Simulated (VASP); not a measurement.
Wanted: the native input for a VASP 6.6.1 run.

```
Task                   : single point
Functional             : PBEsol
Potentials or basis    : VASP PAW PBE potentials, release 64 (Ti_sv, O)
Cutoff                 : 520 eV
k mesh                 : 9 × 9 × 7
Occupations            : gaussian, width 0.4 eV
Spin                   : no spin polarisation
Dipole correction      : no
Further INCAR settings : ALGO = Normal; EDIFF = 1e-06; NBANDS = 16
```

The structure of TiO lies in POSCAR:

```
TiO
1.0
    3.0309987015      0.0000000000      0.0000000000
   -1.5154993507      2.6249218743      0.0000000000
    0.0000000000      0.0000000000      3.2377000000
Ti O
1 1
Direct
    0.6666666667      0.3333333333      0.0000000000
    0.0000000000      0.0000000000      0.5000000000
```

One way to write it, as run:

INCAR

```
PREC = Accurate
ENCUT = 520
EDIFF = 1E-6
ISMEAR = 0
SIGMA = 0.4
LREAL = False
LASPH = True
NELM = 100
ALGO = Normal
ISIF = 2
LWAVE = False
LCHARG = False
GGA = PS
NBANDS = 16
```

KPOINTS

```
Automatic mesh
0
Gamma
  9 9 7
```

Potentials or basis: VASP PAW PBE potentials, release 64 (Ti_sv, O).

Launch:

```console
$ cat potpaw_PBE.64/Ti_sv/POTCAR potpaw_PBE.64/O/POTCAR > POTCAR
$ mpirun -np 1 vasp_std > vasp.out
```

It gave:

```json
{
 "Pressure": "-40.0 GPa"
}
```

Caveat: the PAW data sets were made with another functional, which shifts forces and pressure a little.

Wall time 6.8 s on 1 thread of Intel(R) Xeon(R) 6975P-C (Granite Rapids) (shared host), peak memory 0.14 GiB.
